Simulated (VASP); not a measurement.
# Sn (P6_3/mmc) in VASP: a series of runs, part 2 of 2

VASP 6.6.1.

## (3) Relaxation of shape and atoms at fixed volume, PBE

File INCAR:

```
SYSTEM = Sn
PREC     = Accurate       ! precision mode
ENCUT    = 600            ! plane-wave cutoff, eV
EDIFF    = 1E-6           ! SCF threshold, eV
ISMEAR   = -1             ! smearing method
SIGMA    = 0.1            ! smearing width, eV
LREAL    = .False.        ! projectors in reciprocal space
LASPH    = .True.         ! aspherical terms in the spheres
NELM     = 100            ! most SCF steps
ALGO     = Normal         ! electronic algorithm
ISIF     = 4              ! what is computed and relaxed
LWAVE    = .False.        ! write WAVECAR
LCHARG   = .False.        ! write CHGCAR
GGA      = PE             ! functional
IBRION   = 2              ! ionic algorithm
NSW      = 50             ! ionic steps
EDIFFG   = -0.005         ! ionic threshold
```

File KPOINTS:

```
Automatic mesh
0
Gamma
  12 12 3
  0 0 0
```

File POSCAR:

```
Sn
1.0
    3.1128505693      0.0000000000      0.0000000000
   -1.5564252847      2.6958076712      0.0000000000
    0.0000000000      0.0000000000     10.1123628275
Sn
4
Direct
    0.0000000000      0.0000000000      0.0000000000
    0.0000000000      0.0000000000      0.5000000000
    0.3333333333      0.6666666667      0.2500000000
    0.6666666667      0.3333333333      0.7500000000
```

Potentials or basis: VASP PAW PBE potentials, release 64 (Sn_d).

Command:

```bash
$ cat potpaw_PBE.64/Sn_d/POTCAR > POTCAR
$ mpirun -np 1 vasp_std > vasp.out
```

OUTCAR:

```text
SYSTEM = Sn
   PREC = Accurate
   ENCUT = 600
   EDIFF = 1E-6
   ISMEAR = -1
   LREAL = .False.
   LASPH = .True.
   NELM = 100
   ISIF = 4
   GGA = PE
   IBRION = 2
   NSW = 50
   EDIFFG = -0.005

 ion  position               nearest neighbor table
   1  0.000  0.000  0.000-   3 3.10   4 3.10   4 3.10   3 3.10   4 3.10   3 3.10
   2  0.000  0.000  0.500-   3 3.10   4 3.10   4 3.10   3 3.10   4 3.10   3 3.10
   3  0.333  0.667  0.250-   1 3.10   2 3.10   1 3.10   2 3.10   1 3.10   2 3.10
   4  0.667  0.333  0.750-   1 3.10   2 3.10   1 3.10   2 3.10   1 3.10   2 3.10

  LATTYP: Found a hexagonal cell.
 ALAT       =     3.1128505693
 C/A-ratio  =     3.2485860154

  Lattice vectors:

 A1 = (   3.1128505693,   0.0000000000,   0.0000000000)
 A2 = (  -1.5564252847,   2.6958076712,   0.0000000000)
 A3 = (   0.0000000000,   0.0000000000,  10.1123628275)

Analysis of symmetry for initial positions (statically):
=====================================================================
 Subroutine PRICEL returns:
 Original cell was already a primitive cell.

 Routine SETGRP: Setting up the symmetry group for a
 hexagonal supercell.

 Subroutine GETGRP returns: Found 24 space group operations
 (whereof 12 operations were pure point group operations)
 out of a pool of 24 trial point group operations.

The static configuration has the point symmetry D_3d.
 The point group associated with its full space group is D_6h.

Analysis of symmetry for dynamics (positions and initial velocities):
=====================================================================
 Subroutine PRICEL returns:
 Original cell was already a primitive cell.

 Routine SETGRP: Setting up the symmetry group for a
 hexagonal supercell.

 Subroutine GETGRP returns: Found 24 space group operations
 (whereof 12 operations were pure point group operations)
 out of a pool of 24 trial point group operations.

The dynamic configuration has the point symmetry D_3d.
 The point group associated with its full space group is D_6h.

 Subroutine INISYM returns: Found 24 space group operations
 (whereof 12 operations are pure point group operations),
 and found     1 'primitive' translations

----------------------------------------------------------------------------------------

                                     Primitive cell

  volume of cell :      84.8594

  direct lattice vectors                    reciprocal lattice vectors
     3.112850569  0.000000000  0.000000000     0.321248957  0.185473172  0.000000000
    -1.556425285  2.695807671  0.000000000     0.000000000  0.370946344  0.000000000
     0.000000000  0.000000000 10.112362828     0.000000000  0.000000000  0.098888857

  length of vectors
     3.112850569  3.112850569 10.112362828     0.370946344  0.370946344  0.098888857

[... 110 lines left out ...]
   LHFCALC =     F    Hartree Fock is set to
   AEXX    =    0.0000 exact exchange contribution
   IVDW    =     0    specifies the selected vdW correction
   LEPSILON=     F    determine dielectric tensor
   LRPA    =     F    only Hartree local field effects (RPA)
 conjugate gradient relaxation of ions
 non-spin polarized calculation
  energy-cutoff  :      600.00
  volume of cell :       84.86
 maximum number of plane-waves:      2856
 NGX is ok and might be reduce to    28
   NGX = 13   NGY = 13   NGZ = 41

--------------------------------------- Ionic step        1  -------------------------------------------

 number of electron      56.0000008 magnetization

 Free energy of the ion-electron system (eV)
  ---------------------------------------------------
  ext. energy  EPLUGINS =         0.00000000
  ---------------------------------------------------
  free energy    TOTEN  =       -13.58792526 eV

  energy without entropy =      -13.52524802  energy(sigma->0) =      -13.55658664

------------------------ aborting loop because EDIFF is reached ----------------------------------------

  FORCE on cell =-STRESS in cart. coord.  units (eV):
  Direction    XX          YY          ZZ          XY          YZ          ZX
  --------------------------------------------------------------------------------------
  -------------------------------------------------------------------------------------
  Total       13.0315278     13.0315278     12.9520509     -0.0000000     -0.0000000      0.0000000
  in kB      246.0402147    246.0402147    244.5396601     -0.0000000     -0.0000000      0.0000000
  external PRESSURE =     245.5400298 kB  Pullay stress =       0.0000000 kB

 VOLUME and BASIS-vectors are now :
 -----------------------------------------------------------------------------
  energy-cutoff  :      600.00
  volume of cell :       84.86
      direct lattice vectors                 reciprocal lattice vectors
     3.112850569  0.000000000  0.000000000     0.321248957  0.185473172  0.000000000
    -1.556425285  2.695807671  0.000000000     0.000000000  0.370946344  0.000000000
     0.000000000  0.000000000 10.112362828     0.000000000  0.000000000  0.098888857

 POSITION                                       TOTAL-FORCE (eV/Angst)
 -----------------------------------------------------------------------------------
      0.00000      0.00000      0.00000        -0.000000      0.000000     -0.000000
      0.00000      0.00000      5.05618        -0.000000      0.000000     -0.000000
     -0.00000      1.79721      2.52809        -0.000000      0.000000      0.000000
      1.55643      0.89860      7.58427         0.000000     -0.000000     -0.000000
 -----------------------------------------------------------------------------------
    total drift:                                0.000000     -0.000000      0.000000

  FREE ENERGIE OF THE ION-ELECTRON SYSTEM (eV)
  ---------------------------------------------------
  free  energy   TOTEN  =       -13.5879252604 eV

  energy  without entropy=      -13.5252480173  energy(sigma->0) =      -13.55658664

--------------------------------------- Ionic step        2  -------------------------------------------

 number of electron      56.0000009 magnetization

 Free energy of the ion-electron system (eV)
  ---------------------------------------------------
  ext. energy  EPLUGINS =         0.00000000
  ---------------------------------------------------
  free energy    TOTEN  =       -13.58795249 eV

  energy without entropy =      -13.52541759  energy(sigma->0) =      -13.55668504

 E-fermi :  11.4920     XC(G=0): -11.5836

 val. band max:       11.4767580471   @ k =   0.1667   0.1667   0.3333
 cond. band min:      11.4989950390   @ k =   0.3333   0.2500   0.0000
 fundamental gap:      0.0222369920
 Fermi energy:        11.4920278458

 k-point     1 :       0.0000    0.0000    0.0000
  band No.  band energies     occupation
      1     -10.3161      2.00000
      2     -10.3022      2.00000
      3     -10.2747      2.00000
      4     -10.2747      2.00000
      5     -10.2654      2.00000
      6     -10.2654      2.00000
[... 853 lines left out ...]
     32      15.3490      0.00000
     33      16.8420      0.00000

 [... further k-points ...]
[... 5 lines left out ...]
  --------------------------------------------------------------------------------------
  -------------------------------------------------------------------------------------
  Total       13.0211645     13.0211645     13.0137724     -0.0000000      0.0000000      0.0000000
  in kB      245.8445502    245.8445502    245.7049857     -0.0000000      0.0000000      0.0000000
  external PRESSURE =     245.7980287 kB  Pullay stress =       0.0000000 kB

 VOLUME and BASIS-vectors are now :
 -----------------------------------------------------------------------------
  energy-cutoff  :      600.00
  volume of cell :       84.86
      direct lattice vectors                 reciprocal lattice vectors
     3.113845489 -0.000000000  0.000000000     0.321146314  0.185413911  0.000000000
    -1.556922745  2.696669297  0.000000000     0.000000000  0.370827821  0.000000000
     0.000000000 -0.000000000 10.105901760     0.000000000  0.000000000  0.098952080

 POSITION                                       TOTAL-FORCE (eV/Angst)
 -----------------------------------------------------------------------------------
      3.11385     -0.00000     10.10590        -0.000000      0.000000      0.000000
      3.11385     -0.00000      5.05295        -0.000000      0.000000      0.000000
     -0.00000      1.79778      2.52648        -0.000000      0.000000     -0.000000
      1.55692      0.89889      7.57943         0.000000     -0.000000      0.000000
 -----------------------------------------------------------------------------------
    total drift:                                0.000000     -0.000000      0.000000

  FREE ENERGIE OF THE ION-ELECTRON SYSTEM (eV)
  ---------------------------------------------------
  free  energy   TOTEN  =       -13.5879524862 eV

  energy  without entropy=      -13.5254175933  energy(sigma->0) =      -13.55668504

 reached required accuracy - stopping structural energy minimisation
```

Wall time 2.3 min (1 thread of Intel Xeon Platinum 8488C (Sapphire Rapids), shared host); peak memory 0.29 GiB.

Results:

```yaml
Free_energy: -13.5880 eV
Energy_gained_by_relaxing: 0.0 meV/atom
Ionic_steps: 2
Pressure_after_relaxing: 24.6 GPa
Band_gap_on_the_k_mesh: zero (band 28 reaches 18.88 eV, above the bottom of band 29 at 8.15 eV)
```

Final structure:
```cif
data_structure
_symmetry_space_group_name_H-M 'P 1'
_symmetry_Int_Tables_number 1
_cell_length_a 3.1138
_cell_length_b 3.1138
_cell_length_c 10.1059
_cell_angle_alpha 90.000
_cell_angle_beta 90.000
_cell_angle_gamma 120.000
_cell_volume 84.86
loop_
_atom_site_label
_atom_site_type_symbol
_atom_site_fract_x
_atom_site_fract_y
_atom_site_fract_z
_atom_site_occupancy
Sn1 Sn 0.00000 0.00000 0.00000 1
Sn2 Sn 0.00000 0.00000 0.50000 1
Sn3 Sn 0.33333 0.66667 0.25000 1
Sn4 Sn 0.66667 0.33333 0.75000 1
```

Levels at points of the mesh, in eV from the Fermi level:
| k point | band 25 | band 26 | band 27 | band 28 | band 29 | band 30 | band 31 | band 32 |
| --- | --- | --- | --- | --- | --- | --- | --- | --- |
| (0.00, 0.00, 0.00) | -6.04 | 1.48 | 1.48 | 7.25 | 7.25 | 8.24 | 8.24 | 8.44 |
| (0.50, 0.00, 0.00) | -5.67 | -5.42 | -1.79 | -1.71 | -0.68 | 0.40 | 2.32 | 4.11 |

Caveat: spin-orbit coupling is left out, which moves the levels of the heavy elements.
